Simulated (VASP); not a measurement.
# Pd (Pm-3m) in VASP: a series of runs

The runs below take Pd through single point, with LDA.

All numbers are computed with VASP 6.6.1; they aren't measurements. Logs are shortened: lines on timing, memory, paths and dates and some standing lists are left out, and cuts for length are marked.

## (1) The cell of the first run

It takes space group Pm-3m (No. 221, cubic). Conventional cell: a = 2.233 Å, b = 2.233 Å, c = 2.233 Å, α = 90.00°, β = 90.00°, γ = 90.00°. Pd (site symmetry m-3m) has 6 Pd at 2.23 Å within 3.0 Å.

## (2) Single point, LDA (volume scaled by 0.68)

INCAR

```
SYSTEM = Pd
PREC = Accurate ; ENCUT = 520
EDIFF = 1E-6 ; ISMEAR = -1
SIGMA = 0.1 ; LREAL = .False.
LASPH = .True. ; NELM = 100
ALGO = Normal ; ISIF = 2
LWAVE = .False. ; LCHARG = .True.
LELF = .True. ; LVHAR = .True.
NBANDS = 11
```

KPOINTS

```
regular mesh
0
Gamma
  15 15 15
  0 0 0
```

POSCAR

```
Pd
1.0
    2.2328152113      0.0000000000      0.0000000000
    0.0000000000      2.2328152113      0.0000000000
    0.0000000000      0.0000000000      2.2328152113
Pd
1
Direct
    0.0000000000      0.0000000000      0.0000000000
```

Potentials or basis: VASP PAW LDA potentials, release 64 (Pd).

Started as:

```console
$ cat potpaw_LDA.64/Pd/POTCAR > POTCAR
$ mpirun -np 1 vasp_std > vasp.out
```

OUTCAR:

```text
SYSTEM = Pd
   PREC = Accurate
   ENCUT = 520
   EDIFF = 1E-6
   ISMEAR = -1
   LREAL = .False.
   LASPH = .True.
   NELM = 100
   ISIF = 2

 ion  position               nearest neighbor table
   1  0.000  0.000  0.000-

  LATTYP: Found a simple cubic cell.
 ALAT       =     2.2328152113

  Lattice vectors:

 A1 = (   2.2328152113,   0.0000000000,   0.0000000000)
 A2 = (   0.0000000000,   2.2328152113,   0.0000000000)
 A3 = (   0.0000000000,   0.0000000000,   2.2328152113)

Analysis of symmetry for initial positions (statically):
=====================================================================
 Subroutine PRICEL returns:
 Original cell was already a primitive cell.

 Routine SETGRP: Setting up the symmetry group for a
 simple cubic supercell.

 Subroutine GETGRP returns: Found 48 space group operations
 (whereof 48 operations were pure point group operations)
 out of a pool of 48 trial point group operations.

The static configuration has the point symmetry O_h .

Analysis of symmetry for dynamics (positions and initial velocities):
=====================================================================
 Subroutine PRICEL returns:
 Original cell was already a primitive cell.

 Routine SETGRP: Setting up the symmetry group for a
 simple cubic supercell.

 Subroutine GETGRP returns: Found 48 space group operations
 (whereof 48 operations were pure point group operations)
 out of a pool of 48 trial point group operations.

The dynamic configuration has the point symmetry O_h .

 Subroutine INISYM returns: Found 48 space group operations
 (whereof 48 operations are pure point group operations),
 and found     1 'primitive' translations

----------------------------------------------------------------------------------------

                                     Primitive cell

  volume of cell :      11.1316

  direct lattice vectors                    reciprocal lattice vectors
     2.232815211  0.000000000  0.000000000     0.447865096  0.000000000  0.000000000
     0.000000000  2.232815211  0.000000000     0.000000000  0.447865096  0.000000000
     0.000000000  0.000000000  2.232815211     0.000000000  0.000000000  0.447865096

  length of vectors
     2.232815211  2.232815211  2.232815211     0.447865096  0.447865096  0.447865096

  position of ions in fractional coordinates (direct lattice)
     0.000000000  0.000000000  0.000000000

  ion indices of the primitive-cell ions
   primitive index   ion index
                 1           1
[... 78 lines left out ...]
   ISIF   =      2    stress and relaxation
   ISYM   =      2    0-nonsym 1-usesym 2-fastsym
   POTIM  = 0.5000    time-step for ionic-motion
   TEBEG  =    0.0;   TEEND  =   0.0 temperature during run
   PSTRESS=    0.0 pullay stress
   NELECT =      10.0000    total number of electrons
   NUPDOWN=      -1.0000    fix difference up-down
   EMIN   =  10.00;   EMAX   =-10.00  energy-range for DOS
   EFERMI =   0.00;   METHOD = LEGACY
   ISMEAR =    -1;   SIGMA  =   0.10  broadening in eV -4-tet -1-fermi 0-gaus
   EFERMI_NEDOS =   21; number of points for ismear=-14 and -15
   IALGO  =     38    algorithm
   IMIX   =      4    mixing-type and parameters
     AMIX     =   0.40;   BMIX     =  1.00
     AMIX_MAG =   1.60;   BMIX_MAG =  1.00
  volume/ion in A,a.u.               =      11.13        75.12
  Fermi-wavevector in a.u.,A,eV,Ry     =   1.579630  2.985068 33.949679  2.495231
  Thomas-Fermi vector in A             =   2.679980
   LORBIT       =      0    0 simple, 1 ext, 2 COOP (PROOUT), +10 PAW based schemes
   GGA     = CA    functional components
   LHFCALC =     F    Hartree Fock is set to
   AEXX    =    0.0000 exact exchange contribution
   IVDW    =     0    specifies the selected vdW correction
   LEPSILON=     F    determine dielectric tensor
   LRPA    =     F    only Hartree local field effects (RPA)
 non-spin polarized calculation
  energy-cutoff  :      520.00
  volume of cell :       11.13
 maximum number of plane-waves:       308
 NGX is ok and might be reduce to    18
   NGX =  9   NGY =  9   NGZ =  9

 number of electron      10.0000002 magnetization

 Free energy of the ion-electron system (eV)
  ---------------------------------------------------
  ext. energy  EPLUGINS =         0.00000000
  ---------------------------------------------------
  free energy    TOTEN  =        -3.99105860 eV

  energy without entropy =       -3.96445454  energy(sigma->0) =       -3.97775657

 E-fermi :  15.7553     XC(G=0): -15.1567

 val. band max:       15.7405645583   @ k =   0.2000   0.0667   0.0667
 cond. band min:      15.7751332920   @ k =   0.0667   0.0667   0.0000
 fundamental gap:      0.0345687337
 Fermi energy:        15.7553033161

 k-point     1 :       0.0000    0.0000    0.0000
  band No.  band energies     occupation
      1       5.9358      2.00000
      2       6.8203      2.00000
      3       6.8203      2.00000
      4      15.9800      0.19114
      5      15.9800      0.19114
      6      15.9800      0.19114
      7      35.3359      0.00000
      8      35.3359      0.00000
      9      35.3359      0.00000
     10      40.0434      0.00000
     11      44.9595      0.00000
[... 309 lines left out ...]
 k-point    24 :       0.3333    0.2000    0.0000
  band No.  band energies     occupation
      1       8.0932      2.00000
      2       9.1715      2.00000
      3      10.8056      2.00000
      4      13.4648      2.00000
      5      14.8176      1.99983
      6      14.9929      1.99902
      7      27.0707      0.00000
      8      33.9423      0.00000
      9      37.8415      0.00000
     10      40.1967      0.00000
     11      43.4004      0.00000

 [... further k-points ...]

------------------------ aborting loop because EDIFF is reached ----------------------------------------

  FORCE on cell =-STRESS in cart. coord.  units (eV):
  Direction    XX          YY          ZZ          XY          YZ          ZX
  --------------------------------------------------------------------------------------
  -------------------------------------------------------------------------------------
  Total       11.9434887     11.9434887     11.9434887      0.0000000      0.0000000     -0.0000000
  in kB     1719.0299285   1719.0299285   1719.0299285      0.0000000      0.0000000     -0.0000000
  external PRESSURE =    1719.0299285 kB  Pullay stress =       0.0000000 kB

 VOLUME and BASIS-vectors are now :
 -----------------------------------------------------------------------------
  energy-cutoff  :      520.00
  volume of cell :       11.13
      direct lattice vectors                 reciprocal lattice vectors
     2.232815211  0.000000000  0.000000000     0.447865096  0.000000000  0.000000000
     0.000000000  2.232815211  0.000000000     0.000000000  0.447865096  0.000000000
     0.000000000  0.000000000  2.232815211     0.000000000  0.000000000  0.447865096

 POSITION                                       TOTAL-FORCE (eV/Angst)
 -----------------------------------------------------------------------------------
      0.00000      0.00000      0.00000         0.000000      0.000000      0.000000
 -----------------------------------------------------------------------------------
    total drift:                               -0.000000      0.000000      0.000000

  FREE ENERGIE OF THE ION-ELECTRON SYSTEM (eV)
  ---------------------------------------------------
  free  energy   TOTEN  =        -3.9910586014 eV

  energy  without entropy=       -3.9644545364  energy(sigma->0) =       -3.97775657
```

OSZICAR:

```text
N       E                     dE             d eps       ncg     rms          rms(c)
DAV:   1     0.463367780468E+02    0.46337E+02   -0.53345E+03  2640   0.884E+02
DAV:   2    -0.379438154598E+01   -0.50131E+02   -0.48060E+02  2927   0.197E+02
DAV:   3    -0.427587064440E+01   -0.48149E+00   -0.48076E+00  3303   0.215E+01
DAV:   4    -0.427727939053E+01   -0.14087E-02   -0.14086E-02  3299   0.114E+00
DAV:   5    -0.427728910930E+01   -0.97188E-05   -0.97171E-05  3388   0.895E-02    0.216E+01
DAV:   6    -0.406688039678E+01    0.21041E+00   -0.21829E-01  3201   0.421E+00    0.123E+01
DAV:   7    -0.399446768895E+01    0.72413E-01   -0.46880E-02  3179   0.168E+00    0.210E+00
DAV:   8    -0.399103631246E+01    0.34314E-02   -0.75695E-03  3195   0.915E-01    0.713E-02
DAV:   9    -0.399104835115E+01   -0.12039E-04   -0.55744E-05  3331   0.687E-02    0.205E-02
DAV:  10    -0.399105865075E+01   -0.10300E-04   -0.31626E-06  3445   0.131E-02    0.293E-03
DAV:  11    -0.399105860137E+01    0.49382E-07   -0.59240E-08  2175   0.214E-03
   1 F= -.39910586E+01 E0= -.39777566E+01  d E =-.266041E-01
```

It took 16 s on 1 thread of Intel Xeon 8259CL, shared host; peak memory 0.13 GiB.

What came out:

```
Free energy            : -3.9911 eV
Pressure               : 171.9 GPa
Band gap on the k mesh : zero (band 5 reaches 18.35 eV, above the bottom of band 6 at 14.35 eV)
```

Levels at points of the mesh, in eV from the Fermi level:
```
           k point  band 2  band 3  band 4  band 5  band 6  band 7  band 8  band 9
(0.00, 0.00, 0.00)   -8.94   -8.94    0.22    0.22    0.22   19.58   19.58   19.58
```

## (3) Single point, LDA (volume scaled by 0.78)

INCAR

```
ALGO = Normal
EDIFF = 1E-7
ENCUT = 520
GGA = CA
ISIF = 2
ISMEAR = -1
LASPH = T
LCHARG = T
LELF = T
LREAL = F
LVHAR = T
LWAVE = F
NBANDS = 11
NELM = 60
PREC = Accurate
SIGMA = 0.1
```

KPOINTS

```
k-points
0
Gamma
  15 15 15
```

POSCAR

```
Pd
1.0
    2.3373011827      0.0000000000      0.0000000000
    0.0000000000      2.3373011827      0.0000000000
    0.0000000000      0.0000000000      2.3373011827
Pd
1
Direct
    0.0000000000      0.0000000000      0.0000000000
```

Potentials or basis: VASP PAW LDA potentials, release 64 (Pd).

Started as:

```console
$ cat potpaw_LDA.64/Pd/POTCAR > POTCAR
$ mpirun -np 1 vasp_std > vasp.out
```

Wall time 18 s (1 thread of Intel Xeon 8259CL, shared host); peak memory 0.13 GiB.

Results (log left out):

| Item | Value |
| --- | --- |
| Free energy | -5.2215 eV |
| Pressure | 78.7 GPa |
| Band gap on the k mesh | zero (band 5 reaches 14.73 eV, above the bottom of band 6 at 11.55 eV) |

Levels at points of the mesh, in eV from the Fermi level:
```tsv
k point	band 2	band 3	band 4	band 5	band 6	band 7	band 8	band 9
(0.00, 0.00, 0.00)	-7.34	-7.34	0.15	0.15	0.15	18.68	18.68	18.68
```
